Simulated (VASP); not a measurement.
# Rh2C3 (P-3m1) in VASP: notebook, part 2 of 2

VASP 6.6.1. The steps go on from the part before.

## Step 3: Relaxation of cell and atoms, PBE

File INCAR:

```
SYSTEM = Rh2C3
PREC = Accurate ; ENCUT = 600
EDIFF = 1E-6 ; ISMEAR = 0
SIGMA = 0.1 ; LREAL = .False.
LASPH = .True. ; NELM = 60
ALGO = Normal ; ISIF = 3
LWAVE = .False. ; LCHARG = .False.
GGA = PE ; IBRION = 2
NSW = 100 ; EDIFFG = -0.01
```

File KPOINTS:

```
regular mesh
0
Gamma
  12 12 8
  0 0 0
```

File POSCAR:

```
Rh2C3
1.0
    3.1858153114      0.0000000000      0.0000000000
   -1.5929076557      2.7589969914      0.0000000000
    0.0000000000      0.0000000000      5.7087341090
Rh C
2 3
Direct
    0.3333333333      0.6666666667      0.2473999526
    0.6666666667      0.3333333333      0.7526000474
    0.0000000000      0.0000000000      0.0000000000
    0.3333333333      0.6666666667      0.6038641237
    0.6666666667      0.3333333333      0.3961358763
```

Potentials or basis: VASP PAW PBE potentials, release 64 (Rh_pv, C).

Command:

```sh
cat potpaw_PBE.64/Rh_pv/POTCAR potpaw_PBE.64/C/POTCAR > POTCAR
mpirun -np 1 vasp_std > vasp.out
```

OUTCAR:

```text
SYSTEM = Rh2C3
   PREC = Accurate
   ENCUT = 600
   EDIFF = 1E-6
   ISMEAR = 0
   LREAL = .False.
   LASPH = .True.
   NELM = 60
   ISIF = 3
   GGA = PE
   IBRION = 2
   NSW = 100
   EDIFFG = -0.01

 ion  position               nearest neighbor table
   1  0.333  0.667  0.247-   5 2.03   5 2.03   5 2.03   4 2.03   3 2.32   3 2.32   3 2.32
   2  0.667  0.333  0.753-   4 2.03   4 2.03   4 2.03   5 2.03   3 2.32   3 2.32   3 2.32
   3  0.000  0.000  0.000-   1 2.32   2 2.32   1 2.32   2 2.32   2 2.32   1 2.32
   4  0.333  0.667  0.604-   2 2.03   2 2.03   2 2.03   1 2.03
   5  0.667  0.333  0.396-   1 2.03   1 2.03   1 2.03   2 2.03

  LATTYP: Found a hexagonal cell.
 ALAT       =     3.1858153114
 C/A-ratio  =     1.7919224911

  Lattice vectors:

 A1 = (   3.1858153114,   0.0000000000,   0.0000000000)
 A2 = (  -1.5929076557,   2.7589969914,   0.0000000000)
 A3 = (   0.0000000000,   0.0000000000,   5.7087341090)

Analysis of symmetry for initial positions (statically):
=====================================================================
 Subroutine PRICEL returns:
 Original cell was already a primitive cell.

[... 176 lines left out ...]

  energy without entropy =      -34.89677038  energy(sigma->0) =      -34.90277434

------------------------ aborting loop because EDIFF is reached ----------------------------------------

  FORCE on cell =-STRESS in cart. coord.  units (eV):
  Direction    XX          YY          ZZ          XY          YZ          ZX
  --------------------------------------------------------------------------------------
  -------------------------------------------------------------------------------------
  Total        0.1235047      0.1235047      0.1704329      0.0000000      0.0000000      0.0000000
  in kB        3.9435051      3.9435051      5.4419231      0.0000000      0.0000000      0.0000000
  external PRESSURE =       4.4429778 kB  Pullay stress =       0.0000000 kB
[... 104 lines left out ...]
--------------------------------------- Ionic step        4  -------------------------------------------

 number of electron      42.0000000 magnetization

 Free energy of the ion-electron system (eV)
  ---------------------------------------------------
  ext. energy  EPLUGINS =         0.00000000
  ---------------------------------------------------
  free energy    TOTEN  =       -34.90905683 eV

  energy without entropy =      -34.89699055  energy(sigma->0) =      -34.90302369

 E-fermi :   9.7329     XC(G=0): -13.0568

 val. band max:        9.7238354140   @ k =   0.4167  -0.0000   0.3750
 cond. band min:       9.7451490013   @ k =   0.0000   0.3333   0.1250
 fundamental gap:      0.0213135873
 Fermi energy:         9.7328869483

 k-point     1 :       0.0000    0.0000    0.0000
  band No.  band energies     occupation
      1     -37.9331      2.00000
      2     -37.8535      2.00000
      3     -37.6552      2.00000
      4     -37.6552      2.00000
      5     -37.6458      2.00000
      6     -37.6458      2.00000
[... 661 lines left out ...]
     24      12.2144      0.00000
     25      12.7695      0.00000

 [... further k-points ...]
[... 5 lines left out ...]
  --------------------------------------------------------------------------------------
  -------------------------------------------------------------------------------------
  Total        0.0246748      0.0246748     -0.0495210      0.0000000      0.0000000      0.0000000
  in kB        0.7869437      0.7869437     -1.5793568      0.0000000      0.0000000      0.0000000
  external PRESSURE =      -0.0018231 kB  Pullay stress =       0.0000000 kB
[... 20 lines left out ...]
  FREE ENERGIE OF THE ION-ELECTRON SYSTEM (eV)
  ---------------------------------------------------
  free  energy   TOTEN  =       -34.9090568256 eV

  energy  without entropy=      -34.8969905493  energy(sigma->0) =      -34.90302369

 reached required accuracy - stopping structural energy minimisation
```

OSZICAR:

```text
N       E                     dE             d eps       ncg     rms          rms(c)
DAV:   1     0.453291914959E+03    0.45329E+03   -0.27921E+04  6558   0.203E+03
DAV:   2    -0.163092749683E+02   -0.46960E+03   -0.46359E+03  7256   0.538E+02
DAV:   3    -0.398508720650E+02   -0.23542E+02   -0.23044E+02  8639   0.108E+02
[... 33 lines left out ...]
DAV:   1    -0.349091043785E+02   -0.10175E-03   -0.22306E-02  8236   0.222E+00    0.107E-01
DAV:   2    -0.349091297057E+02   -0.25327E-04   -0.35194E-03  6946   0.529E-01    0.604E-02
DAV:   3    -0.349090641193E+02    0.65586E-04   -0.38760E-04  7345   0.165E-01    0.251E-02
DAV:   4    -0.349090569511E+02    0.71682E-05   -0.70943E-05  7368   0.569E-02    0.722E-03
DAV:   5    -0.349090568256E+02    0.12553E-06   -0.28848E-06  5991   0.125E-02
   4 F= -.34909057E+02 E0= -.34903024E+02  d E =-.541502E-04
```

Run time: 18 min. Hardware: 1 thread of Oxide Virtual Turin-like, shared host; peak memory 0.28 GiB.

What came out:

* Free energy: -34.9091 eV
* Relaxed volume: 10.05 Å³/atom
* Relaxed cell: a = 3.187 Å, b = 3.187 Å, c = 5.710 Å, α = 90.00°, β = 90.00°, γ = 120.00°
* Space group after relaxing (to 0.05 Å): P-3m1 (No. 164)
* Energy gained by relaxing: 0.1 meV/atom
* Ionic steps: 4
* Pressure after relaxing: 0.0 GPa
* Largest force after relaxing: 0.009 eV/Å
* Band gap on the k mesh: zero (band 21 reaches 11.22 eV, above the bottom of band 22 at 8.94 eV)

Forces on the atoms (eV/Å):
```
Rh   0.000  0.000 -0.009
Rh   0.000  0.000  0.009
C    0.000  0.000  0.000
C    0.000  0.000  0.000
C    0.000  0.000  0.000
```

Step by step:
| step | energy change (eV) | largest force (eV/Å) | pressure (GPa) | volume (Å³) |
| --- | --- | --- | --- | --- |
| 1 | 0.0000 | 0.0698 | 0.44 | 50.18 |
| 2 | 0.0002 | 0.0472 | -0.84 | 50.38 |
| 3 | -0.0002 | 0.0194 | -0.10 | 50.26 |
| 4 | -0.0003 | 0.0088 | 0.00 | 50.24 |

Final structure:
```yaml
crystal:
  lattice:
    - [3.18724, 0.00000, 0.00000]
    - [-1.59362, 2.76023, 0.00000]
    - [0.00000, 0.00000, 5.71030]
  atoms:
    - { symbol: Rh, position: [0.33333, 0.66667, 0.24697] }
    - { symbol: Rh, position: [0.66667, 0.33333, 0.75303] }
    - { symbol: C, position: [0.00000, 0.00000, 0.00000] }
    - { symbol: C, position: [0.33333, 0.66667, 0.60398] }
    - { symbol: C, position: [0.66667, 0.33333, 0.39602] }
```

Levels at points of the mesh, in eV from the Fermi level:
| k point | band 18 | band 19 | band 20 | band 21 | band 22 | band 23 | band 24 | band 25 |
| --- | --- | --- | --- | --- | --- | --- | --- | --- |
| (0.00, 0.00, 0.00) | -2.68 | -2.61 | -1.34 | 1.49 | 1.49 | 2.34 | 2.78 | 2.80 |
| (0.50, 0.00, 0.00) | -2.25 | -1.79 | -1.69 | -0.86 | -0.80 | 1.28 | 1.96 | 3.11 |
| (0.00, 0.00, 0.50) | -2.68 | -2.05 | -0.65 | 0.05 | 0.05 | 1.57 | 3.40 | 4.35 |
| (0.50, 0.00, 0.50) | -1.83 | -1.80 | -1.65 | -0.55 | 0.27 | 1.37 | 1.43 | 2.52 |
